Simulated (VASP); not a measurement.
# MoS2 (P6_3/mmc) in VASP: single point with PBEsol

Aim: the single point of MoS2 with PBEsol.

Everything below comes from runs of VASP 6.6.1. Logs are shortened: lines on timing, memory, paths and dates and some standing lists are left out, and cuts for length are marked.

**1. The cell of the first run**

It takes space group P6_3/mmc (No. 194, hexagonal). Conventional cell: a = 3.169 Å, b = 3.169 Å, c = 12.324 Å, α = 90.00°, β = 90.00°, γ = 120.00°. Within 3.2 Å of Mo (site symmetry -6m2) lie 6 S at 2.41 Å and 6 Mo at 3.17 Å. S (site symmetry 3m) has 3 Mo at 2.41 Å and 7 S at 3.13 to 3.17 Å within 3.2 Å.

**2. Single point, PBEsol**

The input, INCAR:

```
  PREC = Accurate
  ENCUT = 500
  EDIFF = 1E-6
  ISMEAR = -1
  SIGMA = 0.05
  LREAL = F
  LASPH = T
  NELM = 120
  ALGO = Normal
  ISIF = 2
  LWAVE = F
  LCHARG = F
  GGA = PS
  NBANDS = 35
  GGA_COMPAT = F
```

The input, KPOINTS:

```
Automatic mesh
0
Gamma
  9 9 2
```

The input, POSCAR:

```
MoS2
1.0
    3.1690000000      0.0000000000      0.0000000000
   -1.5845000000      2.7444300000      0.0000000000
    0.0000000000      0.0000000000     12.3240000000
Mo S
2 4
Direct
    0.3333333333      0.6666666667      0.2500000000
    0.6666666667      0.3333333333      0.7500000000
    0.3333333333      0.6666666667      0.6230000000
    0.6666666667      0.3333333333      0.1230000000
    0.3333333333      0.6666666667      0.8770000000
    0.6666666667      0.3333333333      0.3770000000
```

Potentials or basis: VASP PAW PBE potentials, release 64 (Mo_sv, S).

Run with:

```console
> cat potpaw_PBE.64/Mo_sv/POTCAR potpaw_PBE.64/S/POTCAR > POTCAR
> mpirun -np 1 vasp_std > vasp.out
```

OUTCAR:

```text
PREC = Accurate
   ENCUT = 500
   EDIFF = 1E-6
   ISMEAR = -1
   LREAL = F
   LASPH = T
   NELM = 120
   ISIF = 2
   GGA = PS

 ion  position               nearest neighbor table
   1  0.333  0.667  0.250-   4 2.41   6 2.41   4 2.41   6 2.41   4 2.41   6 2.41
   2  0.667  0.333  0.750-   3 2.41   5 2.41   3 2.41   5 2.41   3 2.41   5 2.41
   3  0.333  0.667  0.623-   2 2.41   2 2.41   2 2.41
   4  0.667  0.333  0.123-   1 2.41   1 2.41   1 2.41
   5  0.333  0.667  0.877-   2 2.41   2 2.41   2 2.41
   6  0.667  0.333  0.377-   1 2.41   1 2.41   1 2.41

  LATTYP: Found a hexagonal cell.
 ALAT       =     3.1690000000
 C/A-ratio  =     3.8889239508

  Lattice vectors:

 A1 = (   3.1690000000,   0.0000000000,   0.0000000000)
 A2 = (  -1.5845000000,   2.7444300000,   0.0000000000)
 A3 = (   0.0000000000,   0.0000000000,  12.3240000000)

Analysis of symmetry for initial positions (statically):
=====================================================================
 Subroutine PRICEL returns:
 Original cell was already a primitive cell.

 Routine SETGRP: Setting up the symmetry group for a
 hexagonal supercell.

 Subroutine GETGRP returns: Found 24 space group operations
 (whereof 12 operations were pure point group operations)
 out of a pool of 24 trial point group operations.

The static configuration has the point symmetry D_3d.
 The point group associated with its full space group is D_6h.

Analysis of symmetry for dynamics (positions and initial velocities):
=====================================================================
 Subroutine PRICEL returns:
 Original cell was already a primitive cell.

 Routine SETGRP: Setting up the symmetry group for a
 hexagonal supercell.

 Subroutine GETGRP returns: Found 24 space group operations
 (whereof 12 operations were pure point group operations)
 out of a pool of 24 trial point group operations.

The dynamic configuration has the point symmetry D_3d.
 The point group associated with its full space group is D_6h.

 Subroutine INISYM returns: Found 24 space group operations
 (whereof 12 operations are pure point group operations),
 and found     1 'primitive' translations

----------------------------------------------------------------------------------------

                                     Primitive cell

  volume of cell :     107.1830

  direct lattice vectors                    reciprocal lattice vectors
     3.169000000  0.000000000  0.000000000     0.315556958  0.182187194  0.000000000
    -1.584500000  2.744430000  0.000000000     0.000000000  0.364374387  0.000000000
     0.000000000  0.000000000 12.324000000     0.000000000  0.000000000  0.081142486

  length of vectors
     3.169000000  3.168996099 12.324000000     0.364373939  0.364374387  0.081142486

  position of ions in fractional coordinates (direct lattice)
     0.333333333  0.666666667  0.250000000
     0.666666667  0.333333333  0.750000000
     0.333333333  0.666666667  0.623000000
     0.666666667  0.333333333  0.123000000
     0.333333333  0.666666667  0.877000000
     0.666666667  0.333333333  0.377000000

  ion indices of the primitive-cell ions
   primitive index   ion index
                 1           1
                 2           2
                 3           3
                 4           4
                 5           5
                 6           6

----------------------------------------------------------------------------------------

 KPOINTS: Automatic mesh

Automatic generation of k-mesh.
 Grid dimensions read from file:
 generate k-points for:    9    9    2

 Generating k-lattice:

  Cartesian coordinates                     Fractional coordinates (reciprocal lattice)
     0.035061884  0.020243022  0.000000000     0.111111111  0.000000000  0.000000000
     0.000000000  0.040486043  0.000000000     0.000000000  0.111111111  0.000000000
     0.000000000  0.000000000  0.040571243     0.000000000  0.000000000  0.500000000

  Length of vectors
     0.040485993  0.040486043  0.040571243

  Shift w.r.t. Gamma in fractional coordinates (k-lattice)
     0.000000000  0.000000000  0.000000000

 Subroutine IBZKPT returns following result:
 ===========================================

 Found     24 irreducible k-points:

 Following reciprocal coordinates:
            Coordinates               Weight
  0.000000  0.000000  0.000000      1.000000
  0.111111  0.000000  0.000000      6.000000
  0.222222  0.000000  0.000000      6.000000
  0.333333  0.000000  0.000000      6.000000
  0.444444  0.000000  0.000000      6.000000
  0.111111  0.111111  0.000000      6.000000
[... 16 lines left out ...]
  0.333333  0.222222  0.500000     12.000000
  0.333333  0.333333  0.500000      2.000000
   k-points           NKPTS =     24   k-points in BZ     NKDIM =     24   number of bands    NBANDS=     35
   number of dos      NEDOS =    301   number of ions     NIONS =      6
   total plane-waves  NPLWV =  51840
   dimension x,y,z NGX =    24 NGY =   24 NGZ =   90
   dimension x,y,z NGXF=    48 NGYF=   48 NGZF=  180
   ions per type =               2   4
   NGX,Y,Z   is equivalent  to a cutoff of  12.59, 12.59, 12.14 a.u.
   NGXF,Y,Z  is equivalent  to a cutoff of  25.18, 25.18, 24.28 a.u.
 SYSTEM =  unknown system
   PREC   = accura    normal or accurate (medium, high low for compatibility)
   ISTART =      0    job   : 0-new  1-cont  2-samecut
   ICHARG =      2    charge: 1-file 2-atom 10-const
   ISPIN  =      1    spin polarized calculation?
   LNONCOLLINEAR =      F non collinear calculations
   LSORBIT =      F    spin-orbit coupling
   LASPH  =      T    aspherical Exc in radial PAW
   ENCUT  =  500.0 eV  36.75 Ry    6.06 a.u.   5.78  5.78 22.47*2*pi/ulx,y,z
   NELM   =    120;   NELMIN=  2; NELMDL= -5     # of ELM steps
   EDIFF  = 0.1E-05   stopping-criterion for ELM
   LREAL  =      F    real-space projection
   EDIFFG = 0.1E-04   stopping-criterion for IOM
   NSW    =      0    number of steps for IOM
   IBRION =     -1    ionic relax: 0-MD 1-quasi-New 2-CG
   NFREE  =      0    steps in history (QN), initial steepest desc. (CG)
   ISIF   =      2    stress and relaxation
   ISYM   =      2    0-nonsym 1-usesym 2-fastsym
   POTIM  = 0.5000    time-step for ionic-motion
   TEBEG  =    0.0;   TEEND  =   0.0 temperature during run
   PSTRESS=    0.0 pullay stress
   NELECT =      52.0000    total number of electrons
   NUPDOWN=      -1.0000    fix difference up-down
   EMIN   =  10.00;   EMAX   =-10.00  energy-range for DOS
   EFERMI =   0.00;   METHOD = LEGACY
   ISMEAR =    -1;   SIGMA  =   0.05  broadening in eV -4-tet -1-fermi 0-gaus
   EFERMI_NEDOS =   21; number of points for ismear=-14 and -15
   IALGO  =     38    algorithm
   IMIX   =      4    mixing-type and parameters
     AMIX     =   0.40;   BMIX     =  1.00
     AMIX_MAG =   1.60;   BMIX_MAG =  1.00
  volume/ion in A,a.u.               =      17.86       120.55
  Fermi-wavevector in a.u.,A,eV,Ry     =   1.286374  2.430894 22.514350  1.654758
  Thomas-Fermi vector in A             =   2.418452
   LORBIT       =      0    0 simple, 1 ext, 2 COOP (PROOUT), +10 PAW based schemes
   GGA     = PS    functional components
   LHFCALC =     F    Hartree Fock is set to
   AEXX    =    0.0000 exact exchange contribution
   IVDW    =     0    specifies the selected vdW correction
   LEPSILON=     F    determine dielectric tensor
   LRPA    =     F    only Hartree local field effects (RPA)
 non-spin polarized calculation
  energy-cutoff  :      500.00
  volume of cell :      107.18
 maximum number of plane-waves:      2739
 NGX is ok and might be reduce to    24
   NGX = 11   NGY = 11   NGZ = 45

 number of electron      51.9999991 magnetization

 Free energy of the ion-electron system (eV)
  ---------------------------------------------------
  ext. energy  EPLUGINS =         0.00000000
  ---------------------------------------------------
  free energy    TOTEN  =       -46.87851886 eV

  energy without entropy =      -46.87851463  energy(sigma->0) =      -46.87851675

 E-fermi :   7.8123     XC(G=0): -10.9948

 val. band max:        7.4099312112   @ k =   0.0000   0.0000   0.0000
 cond. band min:       8.3445538102   @ k =   0.2222   0.1111   0.0000
 fundamental gap:      0.9346225990
 Fermi energy:         7.8122614250

 k-point     1 :       0.0000    0.0000    0.0000
  band No.  band energies     occupation
      1     -54.0035      2.00000
      2     -54.0035      2.00000
      3     -28.1903      2.00000
      4     -28.1902      2.00000
      5     -27.9606      2.00000
      6     -27.9606      2.00000
[... 27 lines left out ...]
     34       9.8699      0.00000
     35      12.8734      0.00000

 k-point     2 :       0.1111    0.0000    0.0000
  band No.  band energies     occupation
      1     -53.9988      2.00000
      2     -53.9988      2.00000
      3     -28.1811      2.00000
      4     -28.1810      2.00000
      5     -28.0077      2.00000
      6     -28.0077      2.00000
[... 27 lines left out ...]
     34       9.8805      0.00000
     35      13.6964      0.00000

 k-point     3 :       0.2222    0.0000    0.0000
  band No.  band energies     occupation
      1     -53.9870      2.00000
      2     -53.9870      2.00000
      3     -28.1576      2.00000
      4     -28.1576      2.00000
      5     -28.1255      2.00000
      6     -28.1255      2.00000
[... 27 lines left out ...]
     34      10.5241      0.00000
     35      14.7274      0.00000
[... 723 lines left out ...]
 k-point    23 :       0.3333    0.2222    0.5000
  band No.  band energies     occupation
      1     -53.9607      2.00000
      2     -53.9607      2.00000
      3     -28.2946      2.00000
      4     -28.2946      2.00000
      5     -28.1440      2.00000
      6     -28.1440      2.00000
[... 27 lines left out ...]
     34      11.3968      0.00000
     35      13.8909      0.00000

 k-point    24 :       0.3333    0.3333    0.5000
  band No.  band energies     occupation
      1     -53.9583      2.00000
      2     -53.9583      2.00000
      3     -28.2560      2.00000
      4     -28.2560      2.00000
      5     -28.2112      2.00000
      6     -28.2112      2.00000
[... 27 lines left out ...]
     34      11.5828      0.00000
     35      14.0223      0.00000

------------------------ aborting loop because EDIFF is reached ----------------------------------------

  FORCE on cell =-STRESS in cart. coord.  units (eV):
  Direction    XX          YY          ZZ          XY          YZ          ZX
  --------------------------------------------------------------------------------------
  -------------------------------------------------------------------------------------
  Total       -2.1956522     -2.1956450     -1.5937233      0.0000000      0.0000000      0.0000000
  in kB      -32.8207153    -32.8206076    -23.8230529      0.0000000      0.0000000      0.0000000
  external PRESSURE =     -29.8214586 kB  Pullay stress =       0.0000000 kB

 VOLUME and BASIS-vectors are now :
 -----------------------------------------------------------------------------
  energy-cutoff  :      500.00
  volume of cell :      107.18
      direct lattice vectors                 reciprocal lattice vectors
     3.169000000  0.000000000  0.000000000     0.315556958  0.182187194  0.000000000
    -1.584500000  2.744430000  0.000000000     0.000000000  0.364374387  0.000000000
     0.000000000  0.000000000 12.324000000     0.000000000  0.000000000  0.081142486

 POSITION                                       TOTAL-FORCE (eV/Angst)
 -----------------------------------------------------------------------------------
     -0.00000      1.82962      3.08100         0.000000      0.000000      0.000000
      1.58450      0.91481      9.24300        -0.000000     -0.000000      0.000000
     -0.00000      1.82962      7.67785        -0.000000     -0.000000      0.311471
      1.58450      0.91481      1.51585         0.000000      0.000000      0.311471
     -0.00000      1.82962     10.80815         0.000000     -0.000000     -0.311471
      1.58450      0.91481      4.64615         0.000000      0.000000     -0.311471
 -----------------------------------------------------------------------------------
    total drift:                               -0.000000      0.000000     -0.000000

  FREE ENERGIE OF THE ION-ELECTRON SYSTEM (eV)
  ---------------------------------------------------
  free  energy   TOTEN  =       -46.8785188568 eV

  energy  without entropy=      -46.8785146346  energy(sigma->0) =      -46.87851675
```

It took 40 s on 1 thread of Intel Xeon 6975P-C (Granite Rapids), shared host; peak memory 0.24 GiB.

Results:

| Quantity | Value |
| --- | --- |
| Free energy | -46.8785 eV |
| Pressure | -3.0 GPa |
| Largest force | 0.311 eV/Å |
| Band gap on the k mesh | 0.93 eV (least direct gap 1.66 eV) |

Forces on the atoms (eV/Å):
```
Mo   0.000  0.000  0.000
Mo   0.000  0.000  0.000
S    0.000  0.000  0.311
S    0.000  0.000  0.311
S    0.000  0.000 -0.311
S    0.000  0.000 -0.311
```

Stress tensor (GPa, compression positive):
```
-3.28  0.00  0.00
 0.00 -3.28  0.00
 0.00  0.00 -2.38
```

Caveat: the PAW data sets were made with another functional, which shifts forces and pressure a little; an odd mesh through Γ misses points on the zone boundary, where band edges can lie; this functional lacks dispersion, which binds the layers, so the pressure and a relaxed spacing across them are unreliable.
